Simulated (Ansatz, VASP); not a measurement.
## Two plane-wave programs on InSb

Contents of POSCAR:

```
InSb
1.0
    0.0000000000      3.2391000000      3.2391000000
    3.2391000000      0.0000000000      3.2391000000
    3.2391000000      3.2391000000      0.0000000000
In Sb
1 1
Direct
    0.0000000000      0.0000000000      0.0000000000
    0.7500000000      0.7500000000      0.7500000000
```

Contents of INCAR.step1:

```
ALGO = Normal
EDIFF = 1E-4
ENCUT = 520
GGA = PE
ISMEAR = -1
LASPH = True
LCHARG = False
LREAL = False
LWAVE = True
NBANDS = 16
NELM = 60
PREC = Accurate
SIGMA = 0.03
```

Contents of INCAR.step2:

```
ALGO = Normal
EDIFF = 1E-8
ENCUT = 520
ISIF = 2
ISMEAR = -1
ISTART = 1
LASPH = True
LCHARG = False
LEFG = True
LMIXTAU = True
LREAL = False
LWAVE = False
METAGGA = R2SCAN
NBANDS = 16
NELM = 60
PREC = Accurate
SIGMA = 0.03
```

Contents of KPOINTS:

```
k-points
0
Gamma
  10 10 10
```

Input for Ansatz:

```yaml
crystal:
  lattice:
    - [0.0, 3.2391, 3.2391]
    - [3.2391, 0.0, 3.2391]
    - [3.2391, 3.2391, 0.0]
  atoms:
    - { symbol: In, position: [0.0, 0.0, 0.0] }
    - { symbol: Sb, position: [0.75, 0.75, 0.75] }
kpoints:
  mp_grid: { grid: [10, 10, 10] }
  band_path:
    path:
      - [0.0, 0.0, 0.0]
      - [-0.5, -0.5, 0.0]
      - [-0.375, -0.375, 0.25]
      - [-0.375, 0.0, 0.375]
      - [0.0, 0.0, 0.0]
      - [0.0, 0.0, 0.5]
      - [-0.5, -0.25, 0.25]
      - [-0.5, -0.5, 0.0]
    npoints: 5
scf:
  occupations: { method: fermi_dirac, width: 0.03 }
hamiltonian:
  xc: r2scan
  pseudopotentials: { kind: paw }
output:
  forces: true
  stress: true
  eigenvalues: true
  efg: { contact_densities: true }
```

Alike in both runs: task electric field gradients; functional r2SCAN; k mesh 10 × 10 × 10; occupations fermi-dirac, width 0.03 eV; no spin polarisation.

```csv
,VASP,Ansatz
version,VASP 6.6.1,Ansatz 0.2.0
potentials or method,"VASP PAW PBE potentials, release 64 (In_d, Sb)","PAW with Ansatz's default frozen-core files, scalar-relativistic"
plane-wave cutoff (eV),520,500
valence electrons in the cell,18,28
```

|  | VASP | Ansatz | Ansatz less VASP |
| --- | --- | --- | --- |
| pressure (GPa) | 1.7 | 1.7 | -0.01 |

VASP's potentials were made for PBE, not for r2SCAN. The functional is the same, so the differences come from potentials, cutoffs and numerics. VASP's potentials hold 18 valence electrons a cell and Ansatz's 28, so a difference there can come from the potentials and not from the codes.

Spin-orbit coupling is off throughout.
